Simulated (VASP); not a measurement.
# CoSi2 (Fm-3m) in VASP: a series of runs

Runs on CoSi2. Level: r2SCAN. Tasks: single point.

All numbers are computed with VASP 6.6.1; they aren't measurements. Logs are shortened: lines on timing, memory, paths and dates and some standing lists are left out, and cuts for length are marked.

### 1 The cell of the first run

The structure is cubic, space group Fm-3m (No. 225). Conventional cell: a = 5.209 Å, b = 5.209 Å, c = 5.209 Å, α = 90.00°, β = 90.00°, γ = 90.00°. Within 3.0 Å of Co (site symmetry m-3m) lie 8 Si at 2.26 Å. Within 3.0 Å of Si (site symmetry -43m) lie 4 Co at 2.26 Å and 6 Si at 2.60 Å.

### 2 Single point, r2SCAN, collinear spin, ferromagnetic start

POSCAR reads:

```
CoSi2
1.0
    0.0000000000      2.6045928766      2.6045928766
    2.6045928766      0.0000000000      2.6045928766
    2.6045928766      2.6045928766      0.0000000000
Co Si
1 2
Direct
    0.0000000000      0.0000000000      0.0000000000
    0.2500000000      0.2500000000      0.2500000000
    0.7500000000      0.7500000000      0.7500000000
```

INCAR.step1 reads:

```
PREC = Accurate ; ENCUT = 520
ISMEAR = -1 ; SIGMA = 0.1
LREAL = False ; LASPH = True
NELM = 150 ; ISPIN = 2
MAGMOM = 2.5 0 0 ; LMAXMIX = 4
NBANDS = 20 ; GGA = PE
ALGO = Normal ; EDIFF = 1E-4
LWAVE = True ; LCHARG = False
```

INCAR.step2 reads:

```
PREC = Accurate ; ENCUT = 520
EDIFF = 1E-7 ; ISMEAR = -1
SIGMA = 0.1 ; LREAL = False
LASPH = True ; NELM = 150
ALGO = Normal ; ISIF = 2
LWAVE = False ; LCHARG = True
ISPIN = 2 ; MAGMOM = 2.5 0 0
LORBIT = 11 ; LMAXMIX = 4
METAGGA = R2SCAN ; LMIXTAU = True
LELF = True ; LVHAR = True
NBANDS = 20 ; ISTART = 1
```

KPOINTS reads:

```
regular mesh
0
Gamma
  9 9 9
```

Potentials or basis: VASP PAW PBE potentials, release 64 (Co, Si).

On the command line:

```console
$ cat potpaw_PBE.64/Co/POTCAR potpaw_PBE.64/Si/POTCAR > POTCAR
$ cp INCAR.step1 INCAR
$ mpirun -np 1 vasp_std > vasp.out
$ cp INCAR.step2 INCAR
$ mpirun -np 1 vasp_std > vasp.out
```

OUTCAR:

```text
PREC = Accurate
   ENCUT = 520
   EDIFF = 1E-7
   ISMEAR = -1
   LREAL = False
   LASPH = True
   NELM = 150
   ISIF = 2
   ISPIN = 2
   LORBIT = 11
   METAGGA = R2SCAN
   ISTART = 1

 ion  position               nearest neighbor table
   1  0.000  0.000  0.000-   3 2.26   3 2.26   3 2.26   2 2.26   3 2.26   2 2.26   2 2.26   2 2.26

   2  0.250  0.250  0.250-   1 2.26   1 2.26   1 2.26   1 2.26   3 2.60   3 2.60   3 2.60   3 2.60
                             3 2.60   3 2.60
   3  0.750  0.750  0.750-   1 2.26   1 2.26   1 2.26   1 2.26   2 2.60   2 2.60   2 2.60   2 2.60
                             2 2.60   2 2.60

  LATTYP: Found a face centered cubic cell.
 ALAT       =     5.2091857532

  Lattice vectors:

 A1 = (   0.0000000000,   2.6045928766,   2.6045928766)
 A2 = (   2.6045928766,   0.0000000000,   2.6045928766)
 A3 = (   2.6045928766,   2.6045928766,   0.0000000000)

Analysis of symmetry for initial positions (statically):
=====================================================================
 Subroutine PRICEL returns:
 Original cell was already a primitive cell.

 Routine SETGRP: Setting up the symmetry group for a
 face centered cubic supercell.

 Subroutine GETGRP returns: Found 48 space group operations
 (whereof 48 operations were pure point group operations)
 out of a pool of 48 trial point group operations.

The static configuration has the point symmetry O_h .

Analysis of symmetry for dynamics (positions and initial velocities):
=====================================================================
 Subroutine PRICEL returns:
 Original cell was already a primitive cell.

 Routine SETGRP: Setting up the symmetry group for a
 face centered cubic supercell.

 Subroutine GETGRP returns: Found 48 space group operations
 (whereof 48 operations were pure point group operations)
 out of a pool of 48 trial point group operations.

The dynamic configuration has the point symmetry O_h .

Analysis of structural, dynamic, and magnetic symmetry:
=====================================================================
 Subroutine PRICEL returns:
 Original cell was already a primitive cell.

 Routine SETGRP: Setting up the symmetry group for a
 face centered cubic supercell.

 Subroutine GETGRP returns: Found 48 space group operations
 (whereof 48 operations were pure point group operations)
 out of a pool of 48 trial point group operations.

The overall configuration has the point symmetry O_h .

 Subroutine INISYM returns: Found 48 space group operations
 (whereof 48 operations are pure point group operations),
 and found     1 'primitive' translations

----------------------------------------------------------------------------------------

                                     Primitive cell

  volume of cell :      35.3386

  direct lattice vectors                    reciprocal lattice vectors
     0.000000000  2.604592877  2.604592877    -0.191968582  0.191968582  0.191968582
     2.604592877  0.000000000  2.604592877     0.191968582 -0.191968582  0.191968582
     2.604592877  2.604592877  0.000000000     0.191968582  0.191968582 -0.191968582

  length of vectors
     3.683450571  3.683450571  3.683450571     0.332499337  0.332499337  0.332499337

  position of ions in fractional coordinates (direct lattice)
     0.000000000  0.000000000  0.000000000
     0.250000000  0.250000000  0.250000000
     0.750000000  0.750000000  0.750000000

  ion indices of the primitive-cell ions
   primitive index   ion index
                 1           1
                 2           2
                 3           3

----------------------------------------------------------------------------------------

 KPOINTS: regular mesh

Automatic generation of k-mesh.
 Grid dimensions read from file:
 generate k-points for:    9    9    9

 Generating k-lattice:

  Cartesian coordinates                     Fractional coordinates (reciprocal lattice)
    -0.021329842  0.021329842  0.021329842     0.111111111  0.000000000  0.000000000
     0.021329842 -0.021329842  0.021329842     0.000000000  0.111111111  0.000000000
     0.021329842  0.021329842 -0.021329842     0.000000000  0.000000000  0.111111111

  Length of vectors
     0.036944371  0.036944371  0.036944371

  Shift w.r.t. Gamma in fractional coordinates (k-lattice)
     0.000000000  0.000000000  0.000000000

 Subroutine IBZKPT returns following result:
 ===========================================

 Found     35 irreducible k-points:

 Following reciprocal coordinates:
            Coordinates               Weight
  0.000000  0.000000  0.000000      1.000000
  0.111111  0.000000  0.000000      8.000000
  0.222222  0.000000  0.000000      8.000000
  0.333333  0.000000  0.000000      8.000000
  0.444444  0.000000  0.000000      8.000000
  0.111111  0.111111  0.000000      6.000000
[... 16 lines left out ...]
 -0.333333  0.333333  0.000000     12.000000
  0.444444  0.444444  0.000000      6.000000
 [... further k-points ...]
[... 58 lines left out ...]

 Free energy of the ion-electron system (eV)
  ---------------------------------------------------
  ext. energy  EPLUGINS =         0.00000000
  ---------------------------------------------------
  free energy    TOTEN  =       -31.93200710 eV

  energy without entropy =      -31.89906753  energy(sigma->0) =      -31.91553732

 E-fermi :  11.1535     XC(G=0): -12.9630

 val. band max:       11.1514264503   @ k =  -0.2222   0.1111   0.0000
 cond. band min:      11.1665574388   @ k =   0.2222   0.2222   0.0000
 fundamental gap:      0.0151309885
 Fermi energy:        11.1534934682

 spin component 1

 k-point     1 :       0.0000    0.0000    0.0000
  band No.  band energies     occupation
      1      -3.3091      1.00000
      2       6.5014      1.00000
      3       6.5014      1.00000
      4       6.5014      1.00000
      5       8.8484      1.00000
      6       8.8484      1.00000
[... 12 lines left out ...]
     19      22.9496      0.00000
     20      29.1206      0.00000

 k-point     2 :       0.1111    0.0000    0.0000
  band No.  band energies     occupation
      1      -3.0989      1.00000
      2       6.0780      1.00000
      3       6.5760      1.00000
      4       6.5761      1.00000
      5       8.7888      1.00000
      6       8.7888      1.00000
[... 12 lines left out ...]
     19      23.8382      0.00000
     20      29.7112      0.00000
[... 465 lines left out ...]
      3       4.2003      1.00000
      4       7.1562      1.00000
      5       7.3924      1.00000
      6       8.3760      1.00000
[... 12 lines left out ...]
     19      28.9040      0.00000
     20      29.8261      0.00000

 k-point    24 :       0.4444    0.4444    0.0000
  band No.  band energies     occupation
      1       0.8438      1.00000
      2       3.6487      1.00000
      3       4.3059      1.00000
      4       6.9715      1.00000
      5       6.9715      1.00000
      6       8.9779      1.00000
[... 12 lines left out ...]
     19      27.7332      0.00000
     20      28.3353      0.00000

 [... further k-points ...]

 spin component 2

 k-point     1 :       0.0000    0.0000    0.0000
  band No.  band energies     occupation
      1      -3.3091      1.00000
      2       6.5014      1.00000
      3       6.5014      1.00000
      4       6.5014      1.00000
      5       8.8484      1.00000
      6       8.8484      1.00000
[... 12 lines left out ...]
     19      22.9496      0.00000
     20      29.1206      0.00000

 k-point     2 :       0.1111    0.0000    0.0000
  band No.  band energies     occupation
      1      -3.0989      1.00000
      2       6.0780      1.00000
      3       6.5760      1.00000
      4       6.5761      1.00000
      5       8.7888      1.00000
      6       8.7888      1.00000
[... 12 lines left out ...]
     19      23.8382      0.00000
     20      29.7112      0.00000
[... 465 lines left out ...]
      3       4.2003      1.00000
      4       7.1562      1.00000
      5       7.3924      1.00000
      6       8.3760      1.00000
[... 12 lines left out ...]
     19      28.9040      0.00000
     20      29.8261      0.00000

 k-point    24 :       0.4444    0.4444    0.0000
  band No.  band energies     occupation
      1       0.8438      1.00000
      2       3.6487      1.00000
      3       4.3059      1.00000
      4       6.9715      1.00000
      5       6.9715      1.00000
      6       8.9779      1.00000
[... 12 lines left out ...]
     19      27.7332      0.00000
     20      28.3353      0.00000

 [... further k-points ...]
[... 5 lines left out ...]
  --------------------------------------------------------------------------------------
  -------------------------------------------------------------------------------------
  Total        3.0138130      3.0138130      3.0138130     -0.0000000      0.0000000     -0.0000000
  in kB      136.6398375    136.6398375    136.6398375     -0.0000000      0.0000000     -0.0000000
  external PRESSURE =     136.6398375 kB  Pullay stress =       0.0000000 kB

 VOLUME and BASIS-vectors are now :
 -----------------------------------------------------------------------------
  energy-cutoff  :      520.00
  volume of cell :       35.34
      direct lattice vectors                 reciprocal lattice vectors
     0.000000000  2.604592877  2.604592877    -0.191968582  0.191968582  0.191968582
     2.604592877  0.000000000  2.604592877     0.191968582 -0.191968582  0.191968582
     2.604592877  2.604592877  0.000000000     0.191968582  0.191968582 -0.191968582

 POSITION                                       TOTAL-FORCE (eV/Angst)
 -----------------------------------------------------------------------------------
      0.00000      0.00000      0.00000         0.000000     -0.000000      0.000000
      1.30230      1.30230      1.30230        -0.000000      0.000000     -0.000000
      3.90689      3.90689      3.90689        -0.000000     -0.000000     -0.000000
 -----------------------------------------------------------------------------------
    total drift:                               -0.000000     -0.000000      0.000000

  FREE ENERGIE OF THE ION-ELECTRON SYSTEM (eV)
  ---------------------------------------------------
  free  energy   TOTEN  =       -31.9320071001 eV

  energy  without entropy=      -31.8990675350  energy(sigma->0) =      -31.91553732

 total charge

# of ion       s       p       d       tot
------------------------------------------
    1        0.608   0.865   7.690   9.163
    2        0.709   0.945   0.000   1.654
    3        0.709   0.945   0.000   1.654
--------------------------------------------------
tot          2.025   2.755   7.690  12.470

 magnetization (x)

# of ion       s       p       d       tot
------------------------------------------
    1       -0.000  -0.000  -0.000  -0.000
    2        0.000   0.000   0.000   0.000
    3        0.000   0.000   0.000   0.000
--------------------------------------------------
tot         -0.000  -0.000  -0.000  -0.000
```

Wall time 5.4 min (1 thread of Intel Xeon 8259CL, shared host); peak memory 0.2 GiB.

What came out:

- Free energy: -31.9320 eV
- Pressure: 13.7 GPa
- Net moment: 0.00 μB per cell
- Valence electrons inside the program's atomic spheres: Co 9.16; Si 1.65

Caveat: the cell stands under pressure; the moments typed at the start vanished in this run; the PAW data sets were made with another functional, which shifts forces and pressure a little.

### 3 Single point, r2SCAN, collinear spin, ferromagnetic start

This run uses another cell than the first one, of 12.12 Å³/atom.

POSCAR reads:

```
CoSi2
1.0
    0.0000000000      2.6295187249      2.6295187249
    2.6295187249      0.0000000000      2.6295187249
    2.6295187249      2.6295187249      0.0000000000
Co Si
1 2
Direct
    0.0000000000      0.0000000000      0.0000000000
    0.2500000000      0.2500000000      0.2500000000
    0.7500000000      0.7500000000      0.7500000000
```

INCAR.step1 reads:

```
  PREC = Accurate
  ENCUT = 520
  ISMEAR = -1
  SIGMA = 0.1
  LREAL = F
  LASPH = T
  NELM = 150
  ISPIN = 2
  MAGMOM = 2.5 0 0
  LMAXMIX = 4
  NBANDS = 20
  GGA = PE
  ALGO = Normal
  EDIFF = 1E-4
  LWAVE = T
  LCHARG = F
```

INCAR.step2 reads:

```
  PREC = Accurate
  ENCUT = 520
  EDIFF = 1E-7
  ISMEAR = -1
  SIGMA = 0.1
  LREAL = F
  LASPH = T
  NELM = 150
  ALGO = Normal
  ISIF = 2
  LWAVE = F
  LCHARG = F
  ISPIN = 2
  MAGMOM = 2.5 0 0
  LORBIT = 11
  LMAXMIX = 4
  METAGGA = R2SCAN
  LMIXTAU = T
  NBANDS = 20
  ISTART = 1
```

KPOINTS is that of step 2.

Potentials or basis: VASP PAW PBE potentials, release 64 (Co, Si).

On the command line:

```console
$ cat potpaw_PBE.64/Co/POTCAR potpaw_PBE.64/Si/POTCAR > POTCAR
$ cp INCAR.step1 INCAR
$ mpirun -np 1 vasp_std > vasp.out
$ cp INCAR.step2 INCAR
$ mpirun -np 1 vasp_std > vasp.out
```

It took 5.6 min on 1 thread of Intel Xeon 8259CL, shared host; peak memory 0.21 GiB.

The run converged. Its results:

| Quantity | Value |
| --- | --- |
| Free energy | -31.9967 eV |
| Pressure | 6.8 GPa |
| Net moment | 0.00 μB per cell |
| Valence electrons inside the program's atomic spheres | Co 9.07; Si 1.63 |

Levels at points of the mesh, in eV from the Fermi level:
Spin up:
| k point | band 5 | band 6 | band 7 | band 8 | band 9 | band 10 | band 11 | band 12 | band 13 | band 14 |
| --- | --- | --- | --- | --- | --- | --- | --- | --- | --- | --- |
| (0.00, 0.00, 0.00) | -2.20 | -2.20 | 1.86 | 3.61 | 3.61 | 3.61 | 3.86 | 3.86 | 3.86 | 6.41 |
Spin down:
```
           k point  band 5  band 6  band 7  band 8  band 9  band 10  band 11  band 12  band 13  band 14
(0.00, 0.00, 0.00)   -2.20   -2.20    1.86    3.61    3.61     3.61     3.86     3.86     3.86     6.41
```

Caveat: the cell stands under pressure; the moments typed at the start vanished in this run; the PAW data sets were made with another functional, which shifts forces and pressure a little.

### 4 Single point, r2SCAN, collinear spin, ferromagnetic start

This run uses another cell than the first one, of 12.46 Å³/atom.

POSCAR reads:

```
CoSi2
1.0
    0.0000000000      2.6539807689      2.6539807689
    2.6539807689      0.0000000000      2.6539807689
    2.6539807689      2.6539807689      0.0000000000
Co Si
1 2
Direct
    0.0000000000      0.0000000000      0.0000000000
    0.2500000000      0.2500000000      0.2500000000
    0.7500000000      0.7500000000      0.7500000000
```

INCAR.step1 reads:

```
SYSTEM = CoSi2
PREC = Accurate
ENCUT = 520
ISMEAR = -1
SIGMA = 0.1
LREAL = .FALSE.
LASPH = .TRUE.
NELM = 150
ISPIN = 2
MAGMOM = 2.5 0 0
LMAXMIX = 4
NBANDS = 20
GGA = PE
ALGO = Normal
EDIFF = 1E-4
LWAVE = .TRUE.
LCHARG = .FALSE.
```

INCAR.step2 reads:

```
SYSTEM = CoSi2
PREC = Accurate
ENCUT = 520
EDIFF = 1E-6
ISMEAR = -1
SIGMA = 0.1
LREAL = .FALSE.
LASPH = .TRUE.
NELM = 150
ALGO = Normal
ISIF = 2
LWAVE = .FALSE.
LCHARG = .FALSE.
ISPIN = 2
MAGMOM = 2.5 0 0
LORBIT = 11
LMAXMIX = 4
METAGGA = R2SCAN
LMIXTAU = .TRUE.
NBANDS = 20
ISTART = 1
```

KPOINTS reads:

```
Automatic mesh
0
G
  9 9 9
  0 0 0
```

On the command line:

```console
$ cat potpaw_PBE.64/Co/POTCAR potpaw_PBE.64/Si/POTCAR > POTCAR
$ cp INCAR.step1 INCAR
$ mpirun -np 1 vasp_std > vasp.out
$ cp INCAR.step2 INCAR
$ mpirun -np 1 vasp_std > vasp.out
```

Run time: 5 min. Hardware: 1 thread of Intel Xeon 8259CL, shared host; peak memory 0.21 GiB.

Results (log left out):

```
Free energy                                           : -32.0203 eV
Pressure                                              : 0.8 GPa
Net moment                                            : 0.00 μB per cell
Valence electrons inside the program's atomic spheres : Co 8.99; Si 1.61
```

Levels at points of the mesh, in eV from the Fermi level:
Spin up:
```
           k point  band 6  band 7  band 8  band 9  band 10  band 11  band 12  band 13
(0.00, 0.00, 0.00)   -2.11    1.54    3.60    3.60     3.60     3.74     3.74     3.74
```
Spin down:
| k point | band 7 | band 8 | band 9 | band 10 | band 11 | band 12 |
| --- | --- | --- | --- | --- | --- | --- |
| (0.00, 0.00, 0.00) | 1.54 | 3.60 | 3.60 | 3.60 | 3.74 | 3.74 |

Caveat: the moments typed at the start vanished in this run; the PAW data sets were made with another functional, which shifts forces and pressure a little.

### 5 Single point, r2SCAN, collinear spin, ferromagnetic start

This run uses another cell than the first one, of 12.80 Å³/atom.

POSCAR reads:

```
CoSi2
1.0
    0.0000000000      2.6780000000      2.6780000000
    2.6780000000      0.0000000000      2.6780000000
    2.6780000000      2.6780000000      0.0000000000
Co Si
1 2
Direct
    0.0000000000      0.0000000000      0.0000000000
    0.2500000000      0.2500000000      0.2500000000
    0.7500000000      0.7500000000      0.7500000000
```

INCAR.step1 reads:

```
SYSTEM = CoSi2
PREC = Accurate ; ENCUT = 520
ISMEAR = -1 ; SIGMA = 0.1
LREAL = .False. ; LASPH = .True.
NELM = 150 ; ISPIN = 2
MAGMOM = 2.5 0 0 ; LMAXMIX = 4
NBANDS = 20 ; GGA = PE
ALGO = Normal ; EDIFF = 1E-4
LWAVE = .True. ; LCHARG = .False.
```

INCAR.step2 reads:

```
SYSTEM = CoSi2
PREC = Accurate ; ENCUT = 520
EDIFF = 1E-6 ; ISMEAR = -1
SIGMA = 0.1 ; LREAL = .False.
LASPH = .True. ; NELM = 150
ALGO = Normal ; ISIF = 2
LWAVE = .False. ; LCHARG = .True.
ISPIN = 2 ; MAGMOM = 2.5 0 0
LORBIT = 11 ; LMAXMIX = 4
METAGGA = R2SCAN ; LMIXTAU = .True.
LELF = .True. ; LVHAR = .True.
NBANDS = 20 ; ISTART = 1
```

KPOINTS reads:

```
Automatic mesh
0
Gamma
  9 9 9
  0 0 0
```

On the command line:

```console
$ cat potpaw_PBE.64/Co/POTCAR potpaw_PBE.64/Si/POTCAR > POTCAR
$ cp INCAR.step1 INCAR
$ mpirun -np 1 vasp_std > vasp.out
$ cp INCAR.step2 INCAR
$ mpirun -np 1 vasp_std > vasp.out
```

Wall time 4.4 min (1 thread of Intel Xeon 8259CL, shared host); peak memory 0.21 GiB.

Results (log left out):

| Item | Value |
| --- | --- |
| Free energy | -32.0086 eV |
| Pressure | -4.3 GPa |
| Net moment | 0.00 μB per cell |
| Valence electrons inside the program's atomic spheres | Co 8.92; Si 1.59 |

Levels at points of the mesh, in eV from the Fermi level:
Spin up:
```csv
k point,band 5,band 6,band 7,band 8,band 9,band 10,band 11,band 12,band 13,band 14
"(0.00, 0.00, 0.00)",-2.02,-2.02,1.25,3.59,3.59,3.59,3.62,3.62,3.62,6.15
```
Spin down:
| k point | band 6 | band 7 | band 8 | band 9 | band 10 | band 11 | band 12 | band 13 |
| --- | --- | --- | --- | --- | --- | --- | --- | --- |
| (0.00, 0.00, 0.00) | -2.02 | 1.25 | 3.59 | 3.59 | 3.59 | 3.62 | 3.62 | 3.62 |

Caveat: the cell stands under tension; the moments typed at the start vanished in this run; the PAW data sets were made with another functional, which shifts forces and pressure a little.
